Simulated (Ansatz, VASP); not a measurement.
LuPdO2: VASP beside Ansatz

```
Lu Pd O
1.0
     3.75971    0.00000    0.00000
    -1.87985    3.25600    0.00000
     0.00000    0.00000    5.40480
Lu Pd O
1 1 2
Direct
  0.00000 0.00000 0.00000
  0.00000 0.00000 0.50000
  0.33333 0.66667 0.50000
  0.66667 0.33333 0.50000
```

Alike in both runs: task single point; functional PBE; k mesh 6 × 6 × 4; occupations gaussian, width 0.1 eV; collinear spin.

|  | VASP | Ansatz |
| --- | --- | --- |
| version | VASP 6.6.1 | Ansatz 0.2.0 |
| potentials or method | VASP PAW PBE potentials, release 64 (Lu, Pd, O), cutoff 520 eV | scalar-relativistic, plane waves, PAW |
| valence electrons in the cell | 47 | 55 |

Ansatz gave:

- gap on the k mesh at the Fermi level (eV): none
- pressure (GPa): 0.3
- traceless stress, the component that is largest in VASP (GPa): -0.12
- net moment per atom (μB): 0.00

**Question.** Estimate VASP's values.

**Answer.** gap on the k mesh at the Fermi level (eV): none; pressure (GPa): 0.3; traceless stress, the component that is largest in VASP (GPa): 0.05; net moment per atom (μB): 0.00.

A gap of «none» marks a metal or a gap that the smearing closes. The functional is the same, so the differences come from potentials, cutoffs and numerics. VASP's potentials hold 47 valence electrons a cell and Ansatz's 55, so a difference there can come from the potentials and not from the codes. Ansatz's warnings: seeded moment not kept.

Neither program's run includes spin-orbit coupling.
